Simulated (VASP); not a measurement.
A run of VASP 6.6.1 is set up as follows.

File INCAR:

```
SYSTEM = Na
PREC     = Accurate       ! precision mode
ENCUT    = 500            ! plane-wave cutoff, eV
EDIFF    = 1E-6           ! SCF threshold, eV
ISMEAR   = 1              ! smearing method
SIGMA    = 0.05           ! smearing width, eV
LREAL    = .False.        ! projectors in reciprocal space
LASPH    = .True.         ! aspherical terms in the spheres
NELM     = 120            ! most SCF steps
ALGO     = Normal         ! electronic algorithm
ISIF     = 2              ! what is computed and relaxed
LWAVE    = .False.        ! write WAVECAR
LCHARG   = .True.         ! write CHGCAR
LELF     = .True.         ! ELF
LVHAR    = .True.       
NBANDS   = 10             ! bands
GGA_COMPAT= .False.
```

KPOINTS

```
Automatic mesh
0
Gamma
  6 6 6
  0 0 0
```

POSCAR

```
Na
1.0
    0.0000000000      2.1165300635      2.1165300635
    2.1165300635      0.0000000000      2.1165300635
    2.1165300635      2.1165300635      0.0000000000
Na
1
Direct
    0.0000000000      0.0000000000      0.0000000000
```

Potentials or basis: VASP PAW LDA potentials, release 64 (Na_pv).

Launch:

```bash
$ cat potpaw_LDA.64/Na_pv/POTCAR > POTCAR
$ mpirun -np 1 vasp_std > vasp.out
```

Problem. What does it give for the pressure?

Solution. 14.9 GPa.

Problem. What does it give for the band gap on the k mesh?

Solution. Zero (an odd number of electrons rules out a gap without spin polarisation).

Caveat: the k points lie up to 0.43 Å⁻¹ apart, too coarse for converged energies and pressures of a metal.
